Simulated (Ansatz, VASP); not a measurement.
RbAgS2 in VASP and in Ansatz

```xyz
4
Lattice="5.2840 0.0000 0.0000 -2.6420 4.5761 0.0000 0.0000 0.0000 6.6691" Properties=species:S:1:pos:R:3 pbc="T T T"
Rb    0.0000    0.0000    0.0000
Ag    0.0000    0.0000    3.3345
S     0.0000    3.0507    0.0000
S     2.6420    1.5254    0.0000
```

Alike in both runs: functional PBE; k mesh 12 × 12 × 8; occupations gaussian, width 0.1 eV; no spin polarisation.

Ansatz relaxed the structure, and its values are those at the end. VASP's run is a single point on that final structure, the one shown.

|  | VASP | Ansatz |
| --- | --- | --- |
| version | VASP 6.6.1 | Ansatz 0.2.0 |
| potentials or method | VASP PAW PBE potentials, release 64 (Rb_sv, Ag, S), cutoff 520 eV | scalar-relativistic, plane waves, PAW |
| valence electrons in the cell | 32 | 40 |

```csv
,VASP,Ansatz,Ansatz less VASP
gap on the k mesh at the Fermi level (eV),none,none,-
pressure (GPa),0.0,0.0,-0.01
```

A gap of «none» marks a metal or a gap that the smearing closes. VASP's potentials hold 32 valence electrons a cell and Ansatz's 40, so a difference there can come from the potentials and not from the codes.
